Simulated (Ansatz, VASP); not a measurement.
This is a calculation of Rh for Ansatz 0.2.0.

File input.yaml:

```yaml
crystal:
  lattice:
    - [0.0, 1.9228245745, 1.9228245745]
    - [1.9228245745, 0.0, 1.9228245745]
    - [1.9228245745, 1.9228245745, 0.0]
  atoms:
    - { symbol: Rh, position: [0.0, 0.0, 0.0] }
kpoints:
  mp_grid: { grid: [12, 12, 12] }
scf:
  occupations: { method: fermi_dirac, width: 0.05 }
hamiltonian:
  xc: pbesol
  pseudopotentials: { kind: all_electron, lapw: { basis_error: 0.0005 } }
output:
  forces: true
  stress: true
  eigenvalues: true
```

Potentials or basis: all-electron LAPW, scalar-relativistic.

Run with:

```console
$ ansatz run input.yaml --threads 1 --pin off --max-ram 3072MiB --backend cpu --events-out ev --progress --plain --runs-dir out
```

Q: Set up the same calculation for VASP 6.6.1. Potentials there: VASP PAW PBE potentials, release 64 (Rh_pv).

A: As run (the cutoff follows the program's own potentials):

File INCAR:

```
SYSTEM = Rh
ALGO = Normal ; EDIFF = 1E-7
ENCUT = 520 ; GGA = PS
ISIF = 2 ; ISMEAR = -1
LASPH = .True. ; LCHARG = .False.
LREAL = .False. ; LWAVE = .False.
NBANDS = 14 ; NELM = 60
PREC = Accurate ; SIGMA = 0.05
```

Contents of KPOINTS:

```
k-points
0
Gamma
  12 12 12
  0 0 0
```

Contents of POSCAR:

```
Rh
1.0
    0.0000000000      1.9228245745      1.9228245745
    1.9228245745      0.0000000000      1.9228245745
    1.9228245745      1.9228245745      0.0000000000
Rh
1
Direct
    0.0000000000      0.0000000000      0.0000000000
```

Potentials or basis: VASP PAW PBE potentials, release 64 (Rh_pv).

Command:

```sh
$ cat potpaw_PBE.64/Rh_pv/POTCAR > POTCAR
$ mpirun -np 1 vasp_std > vasp.out
```

Both were run:

|  | VASP | Ansatz | Ansatz less VASP |
| --- | --- | --- | --- |
| gap on the k mesh at the Fermi level (eV) | none | none | - |
| pressure (GPa) | -13.6 | -13.6 | +0.05 |

VASP's potentials were made for PBE, not for PBEsol. A gap of «none» marks a metal or a gap that the smearing closes. Ansatz ran all-electron here, and VASP with PAW potentials.
